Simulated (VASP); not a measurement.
# NaCl (P6_3/mmc) in VASP: settings compared

The runs below take NaCl through single point, relaxation of cell and atoms, with r2SCAN, PBE, LDA, PBEsol.

Everything below comes from runs of VASP 6.6.1. Logs are shortened: lines on timing, memory, paths and dates and some standing lists are left out, and cuts for length are marked.

### Step 1. The cell of the first run

Symmetry: P6_3/mmc, No. 194, hexagonal system. The conventional cell has a = 3.892 Å, b = 3.892 Å, c = 6.737 Å, α = 90.00°, β = 90.00°, γ = 120.00°. Within 3.7 Å of Na (site symmetry -3m) lie 6 Cl at 2.81 Å and 2 Na at 3.37 Å. Within 3.7 Å of Cl (site symmetry -6m2) lie 6 Na at 2.81 Å.

### Step 2. Single point, r2SCAN

The input, POSCAR:

```
NaCl
1.0
    3.8922714912      0.0000000000      0.0000000000
   -1.9461357456      3.3708059898      0.0000000000
    0.0000000000      0.0000000000      6.7368163433
Na Cl
2 2
Direct
    0.0000000000      0.0000000000      0.0000000000
    0.0000000000      0.0000000000      0.5000000000
    0.3333333333      0.6666666667      0.2500000000
    0.6666666667      0.3333333333      0.7500000000
```

The input, INCAR.step1:

```
SYSTEM = NaCl
  PREC = Accurate
  ENCUT = 520
  ISMEAR = -1
  SIGMA = 0.02
  LREAL = .False.
  LASPH = .True.
  NELM = 100
  NBANDS = 22
  GGA = PE
  ALGO = Normal
  EDIFF = 1E-4
  LWAVE = .True.
  LCHARG = .False.
```

The input, INCAR.step2:

```
SYSTEM = NaCl
  PREC = Accurate
  ENCUT = 520
  EDIFF = 1E-6
  ISMEAR = -1
  SIGMA = 0.02
  LREAL = .False.
  LASPH = .True.
  NELM = 100
  ALGO = Normal
  ISIF = 2
  LWAVE = .False.
  LCHARG = .False.
  METAGGA = R2SCAN
  LMIXTAU = .True.
  NBANDS = 22
  ISTART = 1
```

The input, KPOINTS:

```
Automatic mesh
0
Gamma
  6 6 4
  0 0 0
```

Potentials or basis: VASP PAW PBE potentials, release 64 (Na_pv, Cl).

Run with:

```
cat potpaw_PBE.64/Na_pv/POTCAR potpaw_PBE.64/Cl/POTCAR > POTCAR
cp INCAR.step1 INCAR
mpirun -np 1 vasp_std > vasp.out
cp INCAR.step2 INCAR
mpirun -np 1 vasp_std > vasp.out
```

OUTCAR:

```text
SYSTEM = NaCl
   PREC = Accurate
   ENCUT = 520
   EDIFF = 1E-6
   ISMEAR = -1
   LREAL = .False.
   LASPH = .True.
   NELM = 100
   ISIF = 2
   METAGGA = R2SCAN
   ISTART = 1

 ion  position               nearest neighbor table
   1  0.000  0.000  0.000-
   2  0.000  0.000  0.500-
   3  0.333  0.667  0.250-
   4  0.667  0.333  0.750-

  LATTYP: Found a hexagonal cell.
 ALAT       =     3.8922714912
 C/A-ratio  =     1.7308187156

  Lattice vectors:

 A1 = (   3.8922714912,   0.0000000000,   0.0000000000)
 A2 = (  -1.9461357456,   3.3708059898,   0.0000000000)
 A3 = (   0.0000000000,   0.0000000000,   6.7368163433)

Analysis of symmetry for initial positions (statically):
=====================================================================
 Subroutine PRICEL returns:
 Original cell was already a primitive cell.

 Routine SETGRP: Setting up the symmetry group for a
 hexagonal supercell.

 Subroutine GETGRP returns: Found 24 space group operations
 (whereof 12 operations were pure point group operations)
 out of a pool of 24 trial point group operations.

The static configuration has the point symmetry D_3d.
 The point group associated with its full space group is D_6h.

Analysis of symmetry for dynamics (positions and initial velocities):
=====================================================================
 Subroutine PRICEL returns:
 Original cell was already a primitive cell.

 Routine SETGRP: Setting up the symmetry group for a
 hexagonal supercell.

 Subroutine GETGRP returns: Found 24 space group operations
 (whereof 12 operations were pure point group operations)
 out of a pool of 24 trial point group operations.

The dynamic configuration has the point symmetry D_3d.
 The point group associated with its full space group is D_6h.

 Subroutine INISYM returns: Found 24 space group operations
 (whereof 12 operations are pure point group operations),
 and found     1 'primitive' translations

----------------------------------------------------------------------------------------

                                     Primitive cell

  volume of cell :      88.3877

  direct lattice vectors                    reciprocal lattice vectors
     3.892271491  0.000000000  0.000000000     0.256919386  0.148332476  0.000000000
    -1.946135746  3.370805990  0.000000000     0.000000000  0.296664953  0.000000000
     0.000000000  0.000000000  6.736816343     0.000000000  0.000000000  0.148438068

  length of vectors
     3.892271491  3.892271491  6.736816343     0.296664953  0.296664953  0.148438068

  position of ions in fractional coordinates (direct lattice)
     0.000000000  0.000000000  0.000000000
     0.000000000  0.000000000  0.500000000
     0.333333333  0.666666667  0.250000000
     0.666666667  0.333333333  0.750000000

  ion indices of the primitive-cell ions
   primitive index   ion index
                 1           1
                 2           2
                 3           3
                 4           4

----------------------------------------------------------------------------------------

 KPOINTS: Automatic mesh

Automatic generation of k-mesh.
 Grid dimensions read from file:
 generate k-points for:    6    6    4

 Generating k-lattice:

  Cartesian coordinates                     Fractional coordinates (reciprocal lattice)
     0.042819898  0.024722079  0.000000000     0.166666667 -0.000000000  0.000000000
     0.000000000  0.049444159  0.000000000     0.000000000  0.166666667  0.000000000
     0.000000000  0.000000000  0.037109517     0.000000000  0.000000000  0.250000000

  Length of vectors
     0.049444159  0.049444159  0.037109517

  Shift w.r.t. Gamma in fractional coordinates (k-lattice)
     0.000000000  0.000000000  0.000000000

 Subroutine IBZKPT returns following result:
 ===========================================

 Found     21 irreducible k-points:

 Following reciprocal coordinates:
            Coordinates               Weight
  0.000000  0.000000  0.000000      1.000000
  0.166667  0.000000  0.000000      6.000000
  0.333333  0.000000  0.000000      6.000000
  0.500000  0.000000  0.000000      3.000000
  0.166667  0.166667  0.000000      6.000000
  0.333333  0.166667  0.000000     12.000000
[... 13 lines left out ...]
  0.333333  0.166667  0.500000     12.000000
  0.333333  0.333333  0.500000      2.000000
   k-points           NKPTS =     21   k-points in BZ     NKDIM =     21   number of bands    NBANDS=     22
   number of dos      NEDOS =    301   number of ions     NIONS =      4
   total plane-waves  NPLWV =  45000
   dimension x,y,z NGX =    30 NGY =   30 NGZ =   50
   dimension x,y,z NGXF=    60 NGYF=   60 NGZF=  100
   ions per type =               2   2
   NGX,Y,Z   is equivalent  to a cutoff of  12.81, 12.81, 12.34 a.u.
   NGXF,Y,Z  is equivalent  to a cutoff of  25.63, 25.63, 24.68 a.u.
 SYSTEM =  NaCl
   PREC   = accura    normal or accurate (medium, high low for compatibility)
   ISTART =      1    job   : 0-new  1-cont  2-samecut
   ICHARG =      0    charge: 1-file 2-atom 10-const
   ISPIN  =      1    spin polarized calculation?
   LNONCOLLINEAR =      F non collinear calculations
   LSORBIT =      F    spin-orbit coupling
   LASPH  =      T    aspherical Exc in radial PAW
   ENCUT  =  520.0 eV  38.22 Ry    6.18 a.u.   7.24  7.24 12.53*2*pi/ulx,y,z
   NELM   =    100;   NELMIN=  2; NELMDL=  0     # of ELM steps
   EDIFF  = 0.1E-05   stopping-criterion for ELM
   LREAL  =      F    real-space projection
   EDIFFG = 0.1E-04   stopping-criterion for IOM
   NSW    =      0    number of steps for IOM
   IBRION =     -1    ionic relax: 0-MD 1-quasi-New 2-CG
   NFREE  =      0    steps in history (QN), initial steepest desc. (CG)
   ISIF   =      2    stress and relaxation
   ISYM   =      2    0-nonsym 1-usesym 2-fastsym
   POTIM  = 0.5000    time-step for ionic-motion
   TEBEG  =    0.0;   TEEND  =   0.0 temperature during run
   PSTRESS=    0.0 pullay stress
   NELECT =      28.0000    total number of electrons
   NUPDOWN=      -1.0000    fix difference up-down
   EMIN   =  10.00;   EMAX   =-10.00  energy-range for DOS
   EFERMI =   0.00;   METHOD = LEGACY
   ISMEAR =    -1;   SIGMA  =   0.02  broadening in eV -4-tet -1-fermi 0-gaus
   EFERMI_NEDOS =   21; number of points for ismear=-14 and -15
   IALGO  =     38    algorithm
   IMIX   =      4    mixing-type and parameters
     AMIX     =   0.40;   BMIX     =  1.00
     AMIX_MAG =   1.60;   BMIX_MAG =  1.00
  volume/ion in A,a.u.               =      22.10       149.12
  Fermi-wavevector in a.u.,A,eV,Ry     =   1.115999  2.108932 16.945415  1.245453
  Thomas-Fermi vector in A             =   2.252608
   LORBIT       =      0    0 simple, 1 ext, 2 COOP (PROOUT), +10 PAW based schemes
   METAGGA = R2SCAN    functional components
   LHFCALC =     F    Hartree Fock is set to
   AEXX    =    0.0000 exact exchange contribution
   IVDW    =     0    specifies the selected vdW correction
   LEPSILON=     F    determine dielectric tensor
   LRPA    =     F    only Hartree local field effects (RPA)
 non-spin polarized calculation
  energy-cutoff  :      520.00
  volume of cell :       88.39
 maximum number of plane-waves:      2419
 NGX is ok and might be reduce to    30
   NGX = 15   NGY = 15   NGZ = 25

 number of electron      27.9999995 magnetization

 Free energy of the ion-electron system (eV)
  ---------------------------------------------------
  ext. energy  EPLUGINS =         0.00000000
  ---------------------------------------------------
  free energy    TOTEN  =       -27.47088758 eV

  energy without entropy =      -27.47088758  energy(sigma->0) =      -27.47088758

 E-fermi :  -0.5258     XC(G=0):  -8.7094

 val. band max:       -0.9924988248   @ k =   0.0000   0.0000   0.0000
 cond. band min:       4.8937277586   @ k =   0.0000   0.0000   0.0000
 fundamental gap:      5.8862265834
 Fermi energy:        -0.5258408212

 k-point     1 :       0.0000    0.0000    0.0000
  band No.  band energies     occupation
      1     -22.7011      2.00000
      2     -22.6471      2.00000
      3     -22.6469      2.00000
      4     -22.6408      2.00000
      5     -22.6406      2.00000
      6     -22.6383      2.00000
[... 14 lines left out ...]
     21      11.3921      0.00000
     22      11.3922      0.00000

 k-point     2 :       0.1667    0.0000    0.0000
  band No.  band energies     occupation
      1     -22.6981      2.00000
      2     -22.6539      2.00000
      3     -22.6483      2.00000
      4     -22.6454      2.00000
      5     -22.6418      2.00000
      6     -22.6376      2.00000
[... 14 lines left out ...]
     21      11.4745      0.00000
     22      11.6934      0.00000

 k-point     3 :       0.3333    0.0000    0.0000
  band No.  band energies     occupation
      1     -22.6922      2.00000
      2     -22.6676      2.00000
      3     -22.6550      2.00000
      4     -22.6509      2.00000
      5     -22.6440      2.00000
      6     -22.6362      2.00000
[... 14 lines left out ...]
     21      11.1024      0.00000
     22      12.9909      0.00000

 k-point     4 :       0.5000    0.0000    0.0000
  band No.  band energies     occupation
      1     -22.6895      2.00000
      2     -22.6741      2.00000
      3     -22.6598      2.00000
      4     -22.6522      2.00000
      5     -22.6450      2.00000
      6     -22.6355      2.00000
[... 14 lines left out ...]
     21      10.8787      0.00000
     22      14.5402      0.00000

 k-point     5 :       0.1667    0.1667    0.0000
  band No.  band energies     occupation
      1     -22.6935      2.00000
      2     -22.6629      2.00000
      3     -22.6516      2.00000
      4     -22.6516      2.00000
      5     -22.6444      2.00000
      6     -22.6365      2.00000
[... 14 lines left out ...]
     21      11.0919      0.00000
     22      12.0052      0.00000

 k-point     6 :       0.3333    0.1667    0.0000
  band No.  band energies     occupation
      1     -22.6891      2.00000
      2     -22.6707      2.00000
      3     -22.6572      2.00000
      4     -22.6560      2.00000
      5     -22.6476      2.00000
      6     -22.6355      2.00000
[... 14 lines left out ...]
     21      10.6981      0.00000
     22      13.4021      0.00000

 k-point     7 :       0.3333    0.3333    0.0000
  band No.  band energies     occupation
      1     -22.6874      2.00000
      2     -22.6655      2.00000
      3     -22.6653      2.00000
      4     -22.6539      2.00000
      5     -22.6537      2.00000
      6     -22.6351      2.00000
[... 249 lines left out ...]
      6     -22.6474      2.00000
[... 14 lines left out ...]
     21      12.1316      0.00000
     22      12.1316      0.00000

 k-point    18 :       0.5000    0.0000    0.5000
  band No.  band energies     occupation
      1     -22.6677      2.00000
      2     -22.6677      2.00000
      3     -22.6617      2.00000
      4     -22.6617      2.00000
      5     -22.6486      2.00000
      6     -22.6486      2.00000
[... 14 lines left out ...]
     21      12.1139      0.00000
     22      12.1139      0.00000

 k-point    19 :       0.1667    0.1667    0.5000
  band No.  band energies     occupation
      1     -22.6659      2.00000
      2     -22.6659      2.00000
      3     -22.6566      2.00000
      4     -22.6566      2.00000
      5     -22.6480      2.00000
      6     -22.6480      2.00000
[... 14 lines left out ...]
     21      11.7121      0.00000
     22      11.7121      0.00000

 k-point    20 :       0.3333    0.1667    0.5000
  band No.  band energies     occupation
      1     -22.6650      2.00000
      2     -22.6650      2.00000
      3     -22.6614      2.00000
      4     -22.6614      2.00000
      5     -22.6516      2.00000
      6     -22.6516      2.00000
[... 14 lines left out ...]
     21      11.4923      0.00000
     22      11.4923      0.00000

 k-point    21 :       0.3333    0.3333    0.5000
  band No.  band energies     occupation
      1     -22.6613      2.00000
      2     -22.6613      2.00000
      3     -22.6613      2.00000
      4     -22.6613      2.00000
      5     -22.6579      2.00000
      6     -22.6579      2.00000
[... 14 lines left out ...]
     21      11.2812      0.00000
     22      11.2812      0.00000

------------------------ aborting loop because EDIFF is reached ----------------------------------------

  FORCE on cell =-STRESS in cart. coord.  units (eV):
  Direction    XX          YY          ZZ          XY          YZ          ZX
  --------------------------------------------------------------------------------------
  -------------------------------------------------------------------------------------
  Total       -0.0822989     -0.0822989     -0.1440146      0.0000000      0.0000000      0.0000000
  in kB       -1.4918080     -1.4918080     -2.6105102      0.0000000      0.0000000      0.0000000
  external PRESSURE =      -1.8647087 kB  Pullay stress =       0.0000000 kB

 VOLUME and BASIS-vectors are now :
 -----------------------------------------------------------------------------
  energy-cutoff  :      520.00
  volume of cell :       88.39
      direct lattice vectors                 reciprocal lattice vectors
     3.892271491  0.000000000  0.000000000     0.256919386  0.148332476  0.000000000
    -1.946135746  3.370805990  0.000000000     0.000000000  0.296664953  0.000000000
     0.000000000  0.000000000  6.736816343     0.000000000  0.000000000  0.148438068

 POSITION                                       TOTAL-FORCE (eV/Angst)
 -----------------------------------------------------------------------------------
      0.00000      0.00000      0.00000        -0.000000     -0.000000     -0.000000
      0.00000      0.00000      3.36841        -0.000000     -0.000000     -0.000000
     -0.00000      2.24720      1.68420         0.000000      0.000000      0.000000
      1.94614      1.12360      5.05261        -0.000000      0.000000     -0.000000
 -----------------------------------------------------------------------------------
    total drift:                               -0.000000      0.000000     -0.000000

  FREE ENERGIE OF THE ION-ELECTRON SYSTEM (eV)
  ---------------------------------------------------
  free  energy   TOTEN  =       -27.4708875791 eV

  energy  without entropy=      -27.4708875791  energy(sigma->0) =      -27.47088758
```

Run time: 82 s. Hardware: 1 thread of AMD EPYC 9R45 (Zen 5), shared host; peak memory 0.18 GiB.

What came out:

```
Free energy            : -27.4709 eV
Pressure               : -0.2 GPa
Band gap on the k mesh : 5.89 eV
```

Stress tensor (GPa, compression positive):
```
-0.15  0.00  0.00
 0.00 -0.15  0.00
 0.00  0.00 -0.26
```

Levels at points of the mesh, in eV from the valence-band top:
```
           k point  band 10  band 11  band 12  band 13  band 14  band 15  band 16  band 17  band 18  band 19
(0.00, 0.00, 0.00)    -0.24    -0.23    -0.23     0.00     0.00     5.89     8.07    10.83    11.24    12.27
(0.50, 0.00, 0.00)    -1.54    -1.13    -0.67    -0.59    -0.33     8.39     8.65     9.04    10.84    10.91
(0.00, 0.00, 0.50)    -1.28    -0.12    -0.12    -0.12    -0.12     7.35     7.35    10.45    10.45    12.05
(0.50, 0.00, 0.50)    -1.90    -0.68    -0.68    -0.46    -0.46     8.28     8.28     9.57     9.57    11.90
```

Caveat: the PAW data sets were made with another functional, which shifts forces and pressure a little.

### Step 3. Single point, PBE

The input, INCAR:

```
SYSTEM = NaCl
PREC     = Accurate       ! precision mode
ENCUT    = 520            ! plane-wave cutoff, eV
EDIFF    = 1E-6           ! SCF threshold, eV
ISMEAR   = -1             ! smearing method
SIGMA    = 0.02           ! smearing width, eV
LREAL    = .FALSE.        ! projectors in reciprocal space
LASPH    = .TRUE.         ! aspherical terms in the spheres
NELM     = 80             ! most SCF steps
ALGO     = Normal         ! electronic algorithm
ISIF     = 2              ! what is computed and relaxed
LWAVE    = .FALSE.        ! write WAVECAR
LCHARG   = .FALSE.        ! write CHGCAR
GGA      = PE             ! functional
NBANDS   = 22             ! bands
```

The input, KPOINTS:

```
Automatic mesh
0
G
  12 12 4
  0 0 0
```

POSCAR is that of step 2.

Potentials or basis: VASP PAW PBE potentials, release 64 (Na_pv, Cl).

Run with:

```
cat potpaw_PBE.64/Na_pv/POTCAR potpaw_PBE.64/Cl/POTCAR > POTCAR
mpirun -np 1 vasp_std > vasp.out
```

It took 36 s on 1 thread of AMD EPYC 9R45 (Zen 5), shared host; peak memory 0.21 GiB.

It converged, with:

* Free energy: -13.4381 eV
* Pressure: 1.2 GPa
* Band gap on the k mesh: 5.07 eV

Levels at points of the mesh, in eV from the valence-band top:
```csv
k point,band 10,band 11,band 12,band 13,band 14,band 15,band 16,band 17,band 18,band 19
"(0.00, 0.00, 0.00)",-0.23,-0.22,-0.22,0.00,0.00,5.07,7.37,10.22,10.27,11.48
"(0.50, 0.00, 0.00)",-1.52,-1.11,-0.65,-0.58,-0.32,7.69,7.97,8.23,9.95,10.15
"(0.00, 0.00, 0.50)",-1.29,-0.11,-0.11,-0.11,-0.11,6.54,6.54,9.76,9.76,11.32
"(0.50, 0.00, 0.50)",-1.89,-0.66,-0.66,-0.45,-0.45,7.50,7.50,8.96,8.96,10.93
```

A k mesh can miss the band edges.

(Part 1 of 2 ends here.)
